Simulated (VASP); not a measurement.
# InGaO (Pmmm) in VASP: relaxation of cell and atoms with PBE

Aim: the relaxation of cell and atoms of InGaO with PBE.

Everything below comes from runs of VASP 6.6.1. Logs are shortened: lines on timing, memory, paths and dates and some standing lists are left out, and cuts for length are marked.

## 1. The cell of the first run

Symmetry: Pmmm, No. 47, orthorhombic system. The conventional cell has a = 3.903 Å, b = 4.038 Å, c = 4.104 Å, α = 90.00°, β = 90.00°, γ = 90.00°. In (site symmetry mmm) has 4 O at 2.88 Å and 8 Ga at 3.48 Å and 6 In at 3.90 to 4.10 Å within 4.2 Å. Within 2.6 Å of Ga (site symmetry mmm) lie 2 O at 1.95 Å. O (site symmetry mmm) has 2 Ga at 1.95 Å within 2.6 Å.

The cell was built from a structure type or drawn by symmetry, and may not be a known phase.

## 2. Relaxation of cell and atoms, PBE

Contents of INCAR:

```
PREC = Accurate
ENCUT = 600
EDIFF = 1E-6
ISMEAR = 0
SIGMA = 0.1
LREAL = False
LASPH = True
NELM = 80
ALGO = Fast
ISIF = 3
LWAVE = False
LCHARG = False
GGA = PE
IBRION = 2
NSW = 100
EDIFFG = -0.01
```

Contents of KPOINTS:

```
regular mesh
0
Gamma
  12 12 12
```

Contents of POSCAR:

```
InGaO
1.0
    3.9033628279      0.0000000000      0.0000000000
    0.0000000000      4.0378274840      0.0000000000
    0.0000000000      0.0000000000      4.1036483014
In Ga O
1 1 1
Direct
    0.0000000000      0.0000000000      0.0000000000
    0.5000000000      0.5000000000      0.5000000000
    0.0000000000      0.5000000000      0.5000000000
```

Potentials or basis: VASP PAW PBE potentials, release 64 (In_d, Ga_d, O).

Launch:

```console
$ cat potpaw_PBE.64/In_d/POTCAR potpaw_PBE.64/Ga_d/POTCAR potpaw_PBE.64/O/POTCAR > POTCAR
$ mpirun -np 1 vasp_std > vasp.out
```

OUTCAR:

```text
PREC = Accurate
   ENCUT = 600
   EDIFF = 1E-6
   ISMEAR = 0
   LREAL = False
   LASPH = True
   NELM = 80
   ISIF = 3
   GGA = PE
   IBRION = 2
   NSW = 100
   EDIFFG = -0.01

 ion  position               nearest neighbor table
   1  0.000  0.000  0.000-   3 2.88   3 2.88   3 2.88   3 2.88
   2  0.500  0.500  0.500-   3 1.95   3 1.95
   3  0.000  0.500  0.500-   2 1.95   2 1.95   1 2.88   1 2.88   1 2.88   1 2.88

  LATTYP: Found a simple orthorhombic cell.
 ALAT       =     3.9033628279
 B/A-ratio  =     1.0344484133
 C/A-ratio  =     1.0513110060

  Lattice vectors:

 A1 = (   3.9033628279,   0.0000000000,   0.0000000000)
 A2 = (   0.0000000000,   4.0378274840,   0.0000000000)
 A3 = (   0.0000000000,   0.0000000000,   4.1036483014)

Analysis of symmetry for initial positions (statically):
=====================================================================
 Subroutine PRICEL returns:
 Original cell was already a primitive cell.

 Routine SETGRP: Setting up the symmetry group for a
 simple orthorhombic supercell.

 Subroutine GETGRP returns: Found  8 space group operations
 (whereof  8 operations were pure point group operations)
 out of a pool of  8 trial point group operations.

The static configuration has the point symmetry D_2h.

Analysis of symmetry for dynamics (positions and initial velocities):
=====================================================================
 Subroutine PRICEL returns:
 Original cell was already a primitive cell.

 Routine SETGRP: Setting up the symmetry group for a
 simple orthorhombic supercell.

 Subroutine GETGRP returns: Found  8 space group operations
 (whereof  8 operations were pure point group operations)
 out of a pool of  8 trial point group operations.

The dynamic configuration has the point symmetry D_2h.

 Subroutine INISYM returns: Found  8 space group operations
 (whereof  8 operations are pure point group operations),
 and found     1 'primitive' translations

----------------------------------------------------------------------------------------

                                     Primitive cell

  volume of cell :      64.6780

  direct lattice vectors                    reciprocal lattice vectors
     3.903362828  0.000000000  0.000000000     0.256189354  0.000000000  0.000000000
     0.000000000  4.037827484  0.000000000     0.000000000  0.247657931  0.000000000
     0.000000000  0.000000000  4.103648301     0.000000000  0.000000000  0.243685600

  length of vectors
     3.903362828  4.037827484  4.103648301     0.256189354  0.247657931  0.243685600

  position of ions in fractional coordinates (direct lattice)
     0.000000000  0.000000000  0.000000000
     0.500000000  0.500000000  0.500000000
     0.000000000  0.500000000  0.500000000

  ion indices of the primitive-cell ions
   primitive index   ion index
                 1           1
                 2           2
                 3           3

----------------------------------------------------------------------------------------

 KPOINTS: regular mesh

Automatic generation of k-mesh.
 Grid dimensions read from file:
 generate k-points for:   12   12   12

 Generating k-lattice:

  Cartesian coordinates                     Fractional coordinates (reciprocal lattice)
     0.021349113  0.000000000  0.000000000     0.083333333  0.000000000  0.000000000
     0.000000000  0.020638161  0.000000000     0.000000000  0.083333333  0.000000000
     0.000000000  0.000000000  0.020307133     0.000000000  0.000000000  0.083333333

  Length of vectors
     0.021349113  0.020638161  0.020307133

  Shift w.r.t. Gamma in fractional coordinates (k-lattice)
     0.000000000  0.000000000  0.000000000

 Subroutine IBZKPT returns following result:
 ===========================================

 Found    343 irreducible k-points:

 Following reciprocal coordinates:
            Coordinates               Weight
  0.000000  0.000000  0.000000      1.000000
  0.083333  0.000000  0.000000      2.000000
  0.166667  0.000000  0.000000      2.000000
  0.250000  0.000000  0.000000      2.000000
  0.333333  0.000000  0.000000      2.000000
  0.416667  0.000000  0.000000      2.000000
[... 16 lines left out ...]
  0.083333  0.250000  0.000000      4.000000
  0.166667  0.250000  0.000000      4.000000
 [... further k-points ...]
   k-points           NKPTS =    343   k-points in BZ     NKDIM =    343   number of bands    NBANDS=     20
   number of dos      NEDOS =    301   number of ions     NIONS =      3
   total plane-waves  NPLWV =  36864
   dimension x,y,z NGX =    32 NGY =   32 NGZ =   36
   dimension x,y,z NGXF=    64 NGYF=   64 NGZF=   72
   ions per type =               1   1   1
   NGX,Y,Z   is equivalent  to a cutoff of  13.63, 13.18, 14.58 a.u.
   NGXF,Y,Z  is equivalent  to a cutoff of  27.26, 26.35, 29.17 a.u.
 SYSTEM =  unknown system
   PREC   = accura    normal or accurate (medium, high low for compatibility)
   ISTART =      0    job   : 0-new  1-cont  2-samecut
   ICHARG =      2    charge: 1-file 2-atom 10-const
   ISPIN  =      1    spin polarized calculation?
   LNONCOLLINEAR =      F non collinear calculations
   LSORBIT =      F    spin-orbit coupling
   LASPH  =      T    aspherical Exc in radial PAW
   ENCUT  =  600.0 eV  44.10 Ry    6.64 a.u.   7.80  8.06  8.20*2*pi/ulx,y,z
   NELM   =     80;   NELMIN=  2; NELMDL= -5     # of ELM steps
   EDIFF  = 0.1E-05   stopping-criterion for ELM
   LREAL  =      F    real-space projection
   EDIFFG = -.1E-01   stopping-criterion for IOM
   NSW    =    100    number of steps for IOM
   IBRION =      2    ionic relax: 0-MD 1-quasi-New 2-CG
   NFREE  =      1    steps in history (QN), initial steepest desc. (CG)
   ISIF   =      3    stress and relaxation
   ISYM   =      2    0-nonsym 1-usesym 2-fastsym
   POTIM  = 0.5000    time-step for ionic-motion
   TEBEG  =    0.0;   TEEND  =   0.0 temperature during run
   PSTRESS=    0.0 pullay stress
   NELECT =      32.0000    total number of electrons
   NUPDOWN=      -1.0000    fix difference up-down
   EMIN   =  10.00;   EMAX   =-10.00  energy-range for DOS
   EFERMI =   0.00;   METHOD = LEGACY
   ISMEAR =     0;   SIGMA  =   0.10  broadening in eV -4-tet -1-fermi 0-gaus
   EFERMI_NEDOS =   21; number of points for ismear=-14 and -15
   IALGO  =     68    algorithm
   IMIX   =      4    mixing-type and parameters
     AMIX     =   0.40;   BMIX     =  1.00
     AMIX_MAG =   1.60;   BMIX_MAG =  1.00
  volume/ion in A,a.u.               =      21.56       145.49
  Fermi-wavevector in a.u.,A,eV,Ry     =   1.294810  2.446835 22.810599  1.676532
  Thomas-Fermi vector in A             =   2.426369
   LORBIT       =      0    0 simple, 1 ext, 2 COOP (PROOUT), +10 PAW based schemes
   GGA     = PE    functional components
   LHFCALC =     F    Hartree Fock is set to
   AEXX    =    0.0000 exact exchange contribution
   IVDW    =     0    specifies the selected vdW correction
   LEPSILON=     F    determine dielectric tensor
   LRPA    =     F    only Hartree local field effects (RPA)
 conjugate gradient relaxation of ions
 non-spin polarized calculation
 RMM-DIIS sequential band-by-band and
 Gauss-broadening in eV      SIGMA  =   0.10
  energy-cutoff  :      600.00
  volume of cell :       64.68
 maximum number of plane-waves:      2192
 NGX is ok and might be reduce to    32
   NGX = 15   NGY = 17   NGZ = 17

--------------------------------------- Ionic step        1  -------------------------------------------

 number of electron      31.9999999 magnetization

 Free energy of the ion-electron system (eV)
  ---------------------------------------------------
  ext. energy  EPLUGINS =         0.00000000
  ---------------------------------------------------
  free energy    TOTEN  =       -11.64782247 eV

  energy without entropy =      -11.64451919  energy(sigma->0) =      -11.64617083

------------------------ aborting loop because EDIFF is reached ----------------------------------------

  FORCE on cell =-STRESS in cart. coord.  units (eV):
  Direction    XX          YY          ZZ          XY          YZ          ZX
  --------------------------------------------------------------------------------------
  -------------------------------------------------------------------------------------
  Total        0.1956440      0.0726964      0.0967960      0.0000000      0.0000000      0.0000000
  in kB        4.8464115      1.8008054      2.3977909      0.0000000      0.0000000      0.0000000
  external PRESSURE =       3.0150026 kB  Pullay stress =       0.0000000 kB
[... 133 lines left out ...]
  energy  without entropy=      -11.6449652404  energy(sigma->0) =      -11.64657987

--------------------------------------- Ionic step        5  -------------------------------------------

 number of electron      31.9999998 magnetization

 Free energy of the ion-electron system (eV)
  ---------------------------------------------------
  ext. energy  EPLUGINS =         0.00000000
  ---------------------------------------------------
  free energy    TOTEN  =       -11.64825094 eV

  energy without entropy =      -11.64502524  energy(sigma->0) =      -11.64663809

 E-fermi :   4.2287     XC(G=0):  -9.5426

 val. band max:        4.2273758003   @ k =   0.3333   0.5000   0.3333
 cond. band min:       4.2346268059   @ k =   0.3333   0.3333   0.5000
 fundamental gap:      0.0072510056
 Fermi energy:         4.2287149122

 k-point     1 :       0.0000    0.0000    0.0000
  band No.  band energies     occupation
      1     -14.6749      2.00000
      2     -10.6879      2.00000
      3     -10.6747      2.00000
      4     -10.5380      2.00000
      5     -10.5358      2.00000
      6     -10.0492      2.00000
[... 12 lines left out ...]
     19       8.5758      0.00000
[... 513 lines left out ...]
      4     -10.5457      2.00000
      5     -10.5451      2.00000
      6     -10.1862      2.00000
[... 12 lines left out ...]
     19       8.2348      0.00000
     20       9.8835      0.00000

 [... further k-points ...]

------------------------ aborting loop because EDIFF is reached ----------------------------------------

  FORCE on cell =-STRESS in cart. coord.  units (eV):
  Direction    XX          YY          ZZ          XY          YZ          ZX
  --------------------------------------------------------------------------------------
  -------------------------------------------------------------------------------------
  Total       -0.0292077      0.0074574      0.0289689      0.0000000      0.0000000      0.0000000
  in kB       -0.7190792      0.1835962      0.7131981      0.0000000      0.0000000      0.0000000
  external PRESSURE =       0.0592384 kB  Pullay stress =       0.0000000 kB
[... 18 lines left out ...]
  FREE ENERGIE OF THE ION-ELECTRON SYSTEM (eV)
  ---------------------------------------------------
  free  energy   TOTEN  =       -11.6482509420 eV

  energy  without entropy=      -11.6450252351  energy(sigma->0) =      -11.64663809

 reached required accuracy - stopping structural energy minimisation
```

Wall time 25 min (1 thread of Oxide Virtual Turin-like, shared host); peak memory 0.65 GiB.

What came out:

| Property | Result |
| --- | --- |
| Free energy | -11.6483 eV |
| Relaxed volume | 21.69 Å³/atom |
| Relaxed cell | a = 3.913 Å, b = 4.044 Å, c = 4.113 Å, α = 90.00°, β = 90.00°, γ = 90.00° |
| Space group after relaxing (to 0.1 Å) | P4/mmm (No. 123) |
| Energy gained by relaxing | 0.1 meV/atom |
| Ionic steps | 5 |
| Pressure after relaxing | 0.0 GPa |
| Band gap on the k mesh | zero (bands 16 and 17 overlap by 0.79 eV) |

The path:
| step | energy change (eV) | largest force (eV/Å) | pressure (GPa) | volume (Å³) |
| --- | --- | --- | --- | --- |
| 1 | 0.0000 | 0.0000 | 0.30 | 64.68 |
| 2 | -0.0004 | 0.0000 | -0.03 | 65.06 |
| 3 | -0.0004 | 0.0000 | 0.01 | 65.00 |
| 4 | -0.0004 | 0.0000 | 0.09 | 64.99 |
| 5 | -0.0004 | 0.0000 | 0.01 | 65.08 |

Final structure:
```
CELL_PARAMETERS angstrom
3.91264 0.00000 0.00000
0.00000 4.04420 0.00000
0.00000 0.00000 4.11273
ATOMIC_POSITIONS crystal
In 0.00000 0.00000 0.00000
Ga 0.50000 0.50000 0.50000
O 0.00000 0.50000 0.50000
```

Caveat: spin-orbit coupling is left out, which moves the levels of the heavy elements.
